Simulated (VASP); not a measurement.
# ZnS (P6_3mc) in VASP: notebook, part 2 of 2

VASP 6.6.1.

### Step 5. Single point, PBE

This run uses another cell than the first one, of the same volume but with other edges.

Input file INCAR:

```
SYSTEM = ZnS
ALGO = Normal
EDIFF = 1E-6
ENCUT = 520
GGA = PE
ISIF = 2
ISMEAR = 0
LASPH = .TRUE.
LCHARG = .FALSE.
LREAL = .FALSE.
LWAVE = .FALSE.
NBANDS = 26
NELM = 100
PREC = Accurate
SIGMA = 0.05
```

Input file KPOINTS:

```
k-points
0
G
  12 12 6
  0 0 0
```

Input file POSCAR:

```
ZnS
1.0
    3.9538732969      0.0000000000      0.0000000000
   -1.9769366484      3.4241547185      0.0000000000
    0.0000000000      0.0000000000      5.9643977845
Zn S
2 2
Direct
    0.3333333333      0.6666666667      0.0052197899
    0.6666666667      0.3333333333      0.5052197899
    0.3333333333      0.6666666667      0.3797802101
    0.6666666667      0.3333333333      0.8797802101
```

Potentials or basis: VASP PAW PBE potentials, release 64 (Zn, S).

Command:

```sh
$ cat potpaw_PBE.64/Zn/POTCAR potpaw_PBE.64/S/POTCAR > POTCAR
$ mpirun -np 1 vasp_std > vasp.out
```

OUTCAR:

```text
SYSTEM = ZnS
   EDIFF = 1E-6
   ENCUT = 520
   GGA = PE
   ISIF = 2
   ISMEAR = 0
   LASPH = .TRUE.
   LREAL = .FALSE.
   NELM = 100
   PREC = Accurate

 ion  position               nearest neighbor table
   1  0.333  0.667  0.005-   3 2.23   4 2.40   4 2.40   4 2.40
   2  0.667  0.333  0.505-   4 2.23   3 2.40   3 2.40   3 2.40
   3  0.333  0.667  0.380-   1 2.23   2 2.40   2 2.40   2 2.40
   4  0.667  0.333  0.880-   2 2.23   1 2.40   1 2.40   1 2.40

  LATTYP: Found a hexagonal cell.
 ALAT       =     3.9538732969
 C/A-ratio  =     1.5084949205

  Lattice vectors:

 A1 = (   3.9538732969,   0.0000000000,   0.0000000000)
 A2 = (  -1.9769366484,   3.4241547185,   0.0000000000)
 A3 = (   0.0000000000,   0.0000000000,   5.9643977845)

Analysis of symmetry for initial positions (statically):
=====================================================================
 Subroutine PRICEL returns:
 Original cell was already a primitive cell.

 Routine SETGRP: Setting up the symmetry group for a
 hexagonal supercell.

 Subroutine GETGRP returns: Found 12 space group operations
 (whereof  6 operations were pure point group operations)
 out of a pool of 24 trial point group operations.

The static configuration has the point symmetry C_3v.
 The point group associated with its full space group is C_6v.

Analysis of symmetry for dynamics (positions and initial velocities):
=====================================================================
 Subroutine PRICEL returns:
 Original cell was already a primitive cell.

 Routine SETGRP: Setting up the symmetry group for a
 hexagonal supercell.

 Subroutine GETGRP returns: Found 12 space group operations
 (whereof  6 operations were pure point group operations)
 out of a pool of 24 trial point group operations.

The dynamic configuration has the point symmetry C_3v.
 The point group associated with its full space group is C_6v.

 Subroutine INISYM returns: Found 12 space group operations
 (whereof  6 operations are pure point group operations),
 and found     1 'primitive' translations

----------------------------------------------------------------------------------------

                                     Primitive cell

  volume of cell :      80.7500

  direct lattice vectors                    reciprocal lattice vectors
     3.953873297  0.000000000  0.000000000     0.252916552  0.146021439  0.000000000
    -1.976936648  3.424154719  0.000000000     0.000000000  0.292042878  0.000000000
     0.000000000  0.000000000  5.964397785     0.000000000  0.000000000  0.167661520

  length of vectors
     3.953873297  3.953873297  5.964397785     0.292042878  0.292042878  0.167661520

  position of ions in fractional coordinates (direct lattice)
     0.333333333  0.666666667  0.005219790
     0.666666667  0.333333333  0.505219790
     0.333333333  0.666666667  0.379780210
     0.666666667  0.333333333  0.879780210

  ion indices of the primitive-cell ions
   primitive index   ion index
                 1           1
                 2           2
                 3           3
                 4           4

----------------------------------------------------------------------------------------

 KPOINTS: k-points

Automatic generation of k-mesh.
 Grid dimensions read from file:
 generate k-points for:   12   12    6

 Generating k-lattice:

  Cartesian coordinates                     Fractional coordinates (reciprocal lattice)
     0.021076379  0.012168453  0.000000000     0.083333333  0.000000000  0.000000000
     0.000000000  0.024336907  0.000000000     0.000000000  0.083333333  0.000000000
     0.000000000  0.000000000  0.027943587     0.000000000  0.000000000  0.166666667

  Length of vectors
     0.024336907  0.024336907  0.027943587

  Shift w.r.t. Gamma in fractional coordinates (k-lattice)
     0.000000000  0.000000000  0.000000000

 Subroutine IBZKPT returns following result:
 ===========================================

 Found     76 irreducible k-points:

 Following reciprocal coordinates:
            Coordinates               Weight
  0.000000  0.000000  0.000000      1.000000
  0.083333  0.000000  0.000000      6.000000
  0.166667  0.000000  0.000000      6.000000
  0.250000  0.000000  0.000000      6.000000
  0.333333  0.000000  0.000000      6.000000
  0.416667  0.000000  0.000000      6.000000
[... 16 lines left out ...]
  0.250000  0.000000  0.166667     12.000000
  0.333333  0.000000  0.166667     12.000000
 [... further k-points ...]
   k-points           NKPTS =     76   k-points in BZ     NKDIM =     76   number of bands    NBANDS=     26
   number of dos      NEDOS =    301   number of ions     NIONS =      4
   total plane-waves  NPLWV =  43200
   dimension x,y,z NGX =    30 NGY =   30 NGZ =   48
   dimension x,y,z NGXF=    60 NGYF=   60 NGZF=   96
   ions per type =               2   2
   NGX,Y,Z   is equivalent  to a cutoff of  12.61, 12.61, 13.38 a.u.
   NGXF,Y,Z  is equivalent  to a cutoff of  25.23, 25.23, 26.76 a.u.
 SYSTEM =  ZnS
   PREC   = accura    normal or accurate (medium, high low for compatibility)
   ISTART =      0    job   : 0-new  1-cont  2-samecut
   ICHARG =      2    charge: 1-file 2-atom 10-const
   ISPIN  =      1    spin polarized calculation?
   LNONCOLLINEAR =      F non collinear calculations
   LSORBIT =      F    spin-orbit coupling
   LASPH  =      T    aspherical Exc in radial PAW
   ENCUT  =  520.0 eV  38.22 Ry    6.18 a.u.   7.35  7.35 11.09*2*pi/ulx,y,z
   NELM   =    100;   NELMIN=  2; NELMDL= -5     # of ELM steps
   EDIFF  = 0.1E-05   stopping-criterion for ELM
   LREAL  =      F    real-space projection
   EDIFFG = 0.1E-04   stopping-criterion for IOM
   NSW    =      0    number of steps for IOM
   IBRION =     -1    ionic relax: 0-MD 1-quasi-New 2-CG
   NFREE  =      0    steps in history (QN), initial steepest desc. (CG)
   ISIF   =      2    stress and relaxation
   ISYM   =      2    0-nonsym 1-usesym 2-fastsym
   POTIM  = 0.5000    time-step for ionic-motion
   TEBEG  =    0.0;   TEEND  =   0.0 temperature during run
   PSTRESS=    0.0 pullay stress
   NELECT =      36.0000    total number of electrons
   NUPDOWN=      -1.0000    fix difference up-down
   EMIN   =  10.00;   EMAX   =-10.00  energy-range for DOS
   EFERMI =   0.00;   METHOD = LEGACY
   ISMEAR =     0;   SIGMA  =   0.05  broadening in eV -4-tet -1-fermi 0-gaus
   EFERMI_NEDOS =   21; number of points for ismear=-14 and -15
   IALGO  =     38    algorithm
   IMIX   =      4    mixing-type and parameters
     AMIX     =   0.40;   BMIX     =  1.00
     AMIX_MAG =   1.60;   BMIX_MAG =  1.00
  volume/ion in A,a.u.               =      20.19       136.23
  Fermi-wavevector in a.u.,A,eV,Ry     =   1.250628  2.363344 21.280464  1.564070
  Thomas-Fermi vector in A             =   2.384613
   LORBIT       =      0    0 simple, 1 ext, 2 COOP (PROOUT), +10 PAW based schemes
   GGA     = PE    functional components
   LHFCALC =     F    Hartree Fock is set to
   AEXX    =    0.0000 exact exchange contribution
   IVDW    =     0    specifies the selected vdW correction
   LEPSILON=     F    determine dielectric tensor
   LRPA    =     F    only Hartree local field effects (RPA)
 non-spin polarized calculation
 Gauss-broadening in eV      SIGMA  =   0.05
  energy-cutoff  :      520.00
  volume of cell :       80.75
 maximum number of plane-waves:      2225
 NGX is ok and might be reduce to    30

 number of electron      35.9999973 magnetization

 Free energy of the ion-electron system (eV)
  ---------------------------------------------------
  ext. energy  EPLUGINS =         0.00000000
  ---------------------------------------------------
  free energy    TOTEN  =       -13.52832902 eV

  energy without entropy =      -13.52832902  energy(sigma->0) =      -13.52832902

 E-fermi :   2.2160     XC(G=0):  -9.5064

 val. band max:        1.9455916236   @ k =   0.0000   0.0000   0.0000
 cond. band min:       4.0109424103   @ k =   0.0000   0.0000   0.0000
 fundamental gap:      2.0653507867
 Fermi energy:         2.2159880625

 k-point     1 :       0.0000    0.0000    0.0000
  band No.  band energies     occupation
      1     -11.1169      2.00000
      2     -10.0421      2.00000
      3      -4.4010      2.00000
      4      -4.3180      2.00000
      5      -4.3180      2.00000
      6      -4.2127      2.00000
[... 18 lines left out ...]
     25       9.5217      0.00000
     26      11.5848      0.00000
[... 644 lines left out ...]
      4      -4.2646      2.00000
      5      -4.2501      2.00000
      6      -4.1374      2.00000
[... 18 lines left out ...]
     25      11.0611      0.00000
     26      11.6282      0.00000

 [... further k-points ...]
[... 5 lines left out ...]
  --------------------------------------------------------------------------------------
  -------------------------------------------------------------------------------------
  Total       -1.4977593     -1.4977593      4.6797460     -0.0000000      0.0000000      0.0000000
  in kB      -29.7173361    -29.7173361     92.8517593     -0.0000000      0.0000000      0.0000000
  external PRESSURE =      11.1390290 kB  Pullay stress =       0.0000000 kB

 VOLUME and BASIS-vectors are now :
 -----------------------------------------------------------------------------
  energy-cutoff  :      520.00
  volume of cell :       80.75
      direct lattice vectors                 reciprocal lattice vectors
     3.953873297  0.000000000  0.000000000     0.252916552  0.146021439  0.000000000
    -1.976936648  3.424154719  0.000000000     0.000000000  0.292042878  0.000000000
     0.000000000  0.000000000  5.964397785     0.000000000  0.000000000  0.167661520

 POSITION                                       TOTAL-FORCE (eV/Angst)
 -----------------------------------------------------------------------------------
     -0.00000      2.28277      0.03113         0.000000      0.000000     -0.682542
      1.97694      1.14138      3.01333        -0.000000     -0.000000     -0.682542
     -0.00000      2.28277      2.26516        -0.000000      0.000000      0.682542
      1.97694      1.14138      5.24736         0.000000      0.000000      0.682542
 -----------------------------------------------------------------------------------
    total drift:                               -0.000001     -0.000001      0.000642

  FREE ENERGIE OF THE ION-ELECTRON SYSTEM (eV)
  ---------------------------------------------------
  free  energy   TOTEN  =       -13.5283290248 eV

  energy  without entropy=      -13.5283290248  energy(sigma->0) =      -13.52832902
```

stdout:

```text
POSCAR found type information on POSCAR ZnS
 POSCAR found :  2 types and       4 ions
 scaLAPACK will be used
 LDA part: xc-table for (Slater+PW92), standard interpolation
 POSCAR, INCAR and KPOINTS ok, starting setup
 FFT: planning ... GRIDC
 FFT: planning ... GRID_SOFT
 FFT: planning ... GRID
 WAVECAR not read
 entering main loop
```

Wall time 88 s (1 thread of Intel Xeon 6975P-C (Granite Rapids), shared host); peak memory 0.28 GiB.

What came out:

```
Free energy            : -13.5283 eV
Pressure               : 1.1 GPa
Largest force          : 0.683 eV/Å
Band gap on the k mesh : 2.07 eV, direct
```

Forces on the atoms (eV/Å):
```
Zn   0.000  0.000 -0.683
Zn   0.000  0.000 -0.683
S    0.000  0.000  0.683
S    0.000  0.000  0.683
```

 A k mesh can miss the band edges.

### Step 6. Overview

| cell | gap on the mesh (eV) | pressure (GPa) | largest force (eV/Å) |
| --- | --- | --- | --- |
| a = 3.523, b = 3.523, c = 7.511 Å, angles 90.0, 90.0, 120.0°, 4 atoms | 0.61 | 6.5 | 0.39 |
| a = 4.060, b = 4.060, c = 5.658 Å, angles 90.0, 90.0, 120.0°, 4 atoms | 1.97 | 3.9 | 1.83 |
| a = 3.619, b = 3.619, c = 7.120 Å, angles 90.0, 90.0, 120.0°, 4 atoms | 1.23 | 3.4 | 0.41 |
| a = 3.954, b = 3.954, c = 5.964 Å, angles 90.0, 90.0, 120.0°, 4 atoms | 2.07 | 1.1 | 0.68 |

Alike in all rows: task single point; level PBE; potentials or basis VASP PAW PBE potentials, release 64 (Zn, S); no spin polarisation; k mesh 12 × 12 × 6; cutoff (eV) 520; smearing gaussian 0.05 eV.

Caveats: forces of over 1 eV/Å act on the atoms, so gaps and moduli don't describe the material at rest (some runs).

Total energies depend on the potentials used, so only differences within one code and one set of settings carry meaning.
